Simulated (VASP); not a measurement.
Write the native input for VASP 6.6.1 that does the following.

| Item | Value |
| --- | --- |
| Task | single point |
| Functional | PBEsol |
| Potentials or basis | VASP PAW PBE potentials, release 64 (Se, Zn) |
| Cutoff | 520 eV |
| k mesh | 8 × 8 × 8 |
| Occupations | fermi-dirac, width 0.05 eV |
| Spin | no spin polarisation |
| Dipole correction | no |
| Further INCAR settings | ALGO = Normal; EDIFF = 1e-06; NBANDS = 16 |

The structure of ZnSe lies in POSCAR:

```
ZnSe
1.0
    0.0000000000      2.5856541560      2.5856541560
    2.5856541560      0.0000000000      2.5856541560
    2.5856541560      2.5856541560      0.0000000000
Se Zn
1 1
Direct
    0.7500000000      0.7500000000      0.7500000000
    0.0000000000      0.0000000000      0.0000000000
```

The input as run:

INCAR

```
PREC = Accurate ; ENCUT = 520
EDIFF = 1E-6 ; ISMEAR = -1
SIGMA = 0.05 ; LREAL = False
LASPH = True ; NELM = 60
ALGO = Normal ; ISIF = 2
LWAVE = False ; LCHARG = False
GGA = PS ; NBANDS = 16
```

KPOINTS

```
regular mesh
0
Gamma
  8 8 8
```

Potentials or basis: VASP PAW PBE potentials, release 64 (Se, Zn).

Run with:

```bash
$ cat potpaw_PBE.64/Se/POTCAR potpaw_PBE.64/Zn/POTCAR > POTCAR
$ mpirun -np 1 vasp_std > vasp.out
```

It gave:

The pressure is 30.6 GPa and the band gap on the k mesh is 2.07 eV (least direct gap 2.37 eV).

Caveat: the cell stands under pressure; the PAW data sets were made with another functional, which shifts forces and pressure a little.

Wall time 21 s on 1 thread of AMD EPYC 7R13, on a shared host, peak memory 0.13 GiB.
